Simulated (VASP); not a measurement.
Here is a VASP 6.6.1 calculation.

File INCAR:

```
SYSTEM = Cu
PREC = Accurate
ENCUT = 520
EDIFF = 1E-6
ISMEAR = 0
SIGMA = 0.15
LREAL = .False.
LASPH = .True.
NELM = 80
ALGO = Fast
ISIF = 2
LWAVE = .False.
LCHARG = .False.
GGA = PE
IVDW = 12
NBANDS = 12
```

The input KPOINTS:

```
Automatic mesh
0
Gamma
  25 3 6
  0 0 0
```

File POSCAR:

```
Cu
1.0
    0.0000000000     -2.2922571009      0.0000000000
   -6.9738504666      0.0000000000    -21.7433430167
   11.5689547596      0.0000000000      0.0000019255
Cu
1
Direct
    0.5000000000      0.5000000000      0.0000000000
```

Potentials or basis: VASP PAW PBE potentials, release 64 (Cu).

Launch:

```bash
$ cat potpaw_PBE.64/Cu/POTCAR > POTCAR
$ mpirun -np 1 vasp_std > vasp.out
```

(1) What does it give for the dispersion energy per atom?

(2) Predict the pressure.

(3) What does it give for the band gap on the k mesh?

Results:

(1) -0.041 eV.

(2) 0.0 GPa.

(3) zero (an odd number of electrons rules out a gap without spin polarisation).
